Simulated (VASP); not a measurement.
Write the native input for VASP 6.6.1 that does the following.

```yaml
Task: single point
Functional: r2SCAN
Potentials_or_basis: VASP PAW PBE potentials, release 64 (Br, K_sv)
Cutoff: 520 eV
k_mesh: 7 × 7 × 7
Occupations: fermi-dirac, width 0.05 eV
Spin: no spin polarisation
Dipole_correction: no
Further_INCAR_settings: ALGO = Normal; EDIFF = 1e-07; NBANDS = 15
```

KBr:

```
CELL_PARAMETERS angstrom
0.00000 3.34343 3.34343
3.34343 0.00000 3.34343
3.34343 3.34343 0.00000
ATOMIC_POSITIONS crystal
Br 0.50000 0.50000 0.50000
K 0.00000 0.00000 0.00000
```

One way to write it, as run:

POSCAR

```
KBr
1.0
    0.0000000000      3.3434260326      3.3434260326
    3.3434260326      0.0000000000      3.3434260326
    3.3434260326      3.3434260326      0.0000000000
Br K
1 1
Direct
    0.5000000000      0.5000000000      0.5000000000
    0.0000000000      0.0000000000      0.0000000000
```

INCAR.step1

```
SYSTEM = KBr
  PREC = Accurate
  ENCUT = 520
  ISMEAR = -1
  SIGMA = 0.05
  LREAL = .FALSE.
  LASPH = .TRUE.
  NELM = 60
  NBANDS = 15
  GGA = PE
  ALGO = Normal
  EDIFF = 1E-4
  LWAVE = .TRUE.
  LCHARG = .FALSE.
```

INCAR.step2

```
SYSTEM = KBr
  PREC = Accurate
  ENCUT = 520
  EDIFF = 1E-7
  ISMEAR = -1
  SIGMA = 0.05
  LREAL = .FALSE.
  LASPH = .TRUE.
  NELM = 60
  ALGO = Normal
  ISIF = 2
  LWAVE = .FALSE.
  LCHARG = .TRUE.
  METAGGA = R2SCAN
  LMIXTAU = .TRUE.
  LELF = .TRUE.
  LVHAR = .TRUE.
  NBANDS = 15
  ISTART = 1
```

KPOINTS

```
Automatic mesh
0
G
  7 7 7
  0 0 0
```

Potentials or basis: VASP PAW PBE potentials, release 64 (Br, K_sv).

Run with:

```console
$ cat potpaw_PBE.64/Br/POTCAR potpaw_PBE.64/K_sv/POTCAR > POTCAR
$ cp INCAR.step1 INCAR
$ mpirun -np 1 vasp_std > vasp.out
$ cp INCAR.step2 INCAR
$ mpirun -np 1 vasp_std > vasp.out
```

Results of the run:

| Quantity | Value |
| --- | --- |
| Pressure | -0.5 GPa |
| Band gap on the k mesh | 4.97 eV, direct |

Caveat: the PAW data sets were made with another functional, which shifts forces and pressure a little.

Wall time 82 s on 1 thread of Intel(R) Xeon(R) Platinum 8375C CPU @ 2.90GHz (Ice Lake), on a shared host, peak memory 0.22 GiB.
